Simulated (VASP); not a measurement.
Ge:

```xyz
1
Lattice="2.7377 0.0000 0.0000 0.0000 2.7377 0.0000 0.0000 0.0000 2.7377" Properties=species:S:1:pos:R:3 pbc="T T T"
Ge    0.0000    0.0000    0.0000
```

This isn't the form of Ge at room conditions, which is diamond.

```yaml
Program: VASP 6.6.1
Task: relaxation of cell and atoms
Functional: PBE
Potentials_or_basis: VASP PAW PBE potentials, release 64 (Ge_d)
Cutoff: 600 eV
k_mesh: 15 × 15 × 15
Occupations: fermi-dirac, width 0.05 eV
Spin: no spin polarisation
```

At the start: pressure -2.0 GPa; volume 20.52 Å³/atom.

How do energy, volume and symmetry change on relaxing?

Over 3 steps the energy falls by 3.6 meV/atom and the volume is 19.92 Å³/atom (-2.9 %); space group Pm-3m (No. 221, to 0.1 Å) before and after.

The path:
```tsv
step	energy change (eV)	largest force (eV/Å)	pressure (GPa)	volume (Å³)
1	0.0000	0.0000	-1.97	20.52
2	-0.0034	0.0000	0.40	19.78
3	-0.0036	0.0000	0.02	19.92
```

Final structure:
```cif
data_structure
_symmetry_space_group_name_H-M 'P 1'
_symmetry_Int_Tables_number 1
_cell_length_a 2.7107
_cell_length_b 2.7107
_cell_length_c 2.7107
_cell_angle_alpha 90.000
_cell_angle_beta 90.000
_cell_angle_gamma 90.000
_cell_volume 19.92
loop_
_atom_site_label
_atom_site_type_symbol
_atom_site_fract_x
_atom_site_fract_y
_atom_site_fract_z
_atom_site_occupancy
Ge1 Ge 0.00000 0.00000 0.00000 1
```
